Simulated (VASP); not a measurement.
Wanted: the native input for a VASP 6.6.1 run.

| Quantity | Value |
| --- | --- |
| Task | single point |
| Functional | PBEsol |
| Potentials or basis | VASP PAW PBE potentials, release 64 (Al, Ga_d, N) |
| Cutoff | 520 eV |
| k mesh | 6 × 6 × 6 |
| Occupations | gaussian, width 0.05 eV |
| Spin | no spin polarisation |
| Dipole correction | no |
| Further INCAR settings | ALGO = Normal; EDIFF = 1e-06; NBANDS = 41 |

The structure of AlGa3N4 lies in POSCAR:

```
AlGa3N4
1.0
    4.5716719665      0.0000000000      0.0000000000
    0.0000000000      4.4675774128      0.0000000000
    0.0000000000      0.0000000000      4.4675774128
Al Ga N
1 3 4
Direct
    0.0000000000      0.0000000000      0.0000000000
    0.4631343825      0.5000000673      0.0000000000
    0.5368656175      0.0000000000      0.4999994893
    0.0000000000      0.4999999327      0.5000005107
    0.7550465856      0.7436685412      0.2335759052
    0.7550462288      0.2563311435      0.7664241363
    0.2449537297      0.7664242732      0.7436686781
    0.2449534559      0.2335760421      0.2563312804
```

This cell differs from its parent crystal: mode 4 frozen in at -0.165 Å, normal strain along x +0.0233.

The input as run:

INCAR

```
PREC = Accurate ; ENCUT = 520
EDIFF = 1E-6 ; ISMEAR = 0
SIGMA = 0.05 ; LREAL = F
LASPH = T ; NELM = 100
ALGO = Normal ; ISIF = 2
LWAVE = F ; LCHARG = F
GGA = PS ; NBANDS = 41
```

KPOINTS

```
regular mesh
0
Gamma
  6 6 6
```

Potentials or basis: VASP PAW PBE potentials, release 64 (Al, Ga_d, N).

Command:

```console
$ cat potpaw_PBE.64/Al/POTCAR potpaw_PBE.64/Ga_d/POTCAR potpaw_PBE.64/N/POTCAR > POTCAR
$ mpirun -np 1 vasp_std > vasp.out
```

It gave:

```json
{"Pressure": "-4.5 GPa", "Largest force": "1.463 eV/Å", "Band gap on the k mesh": "2.06 eV, direct"}
```

Caveat: the cell differs from its parent crystal (mode 4 frozen in at -0.165 Å, normal strain along x +0.0233); the PAW data sets were made with another functional, which shifts forces and pressure a little.

Run time: 4.8 min on 1 thread of AMD EPYC 7R13 (shared host), peak memory 0.25 GiB.
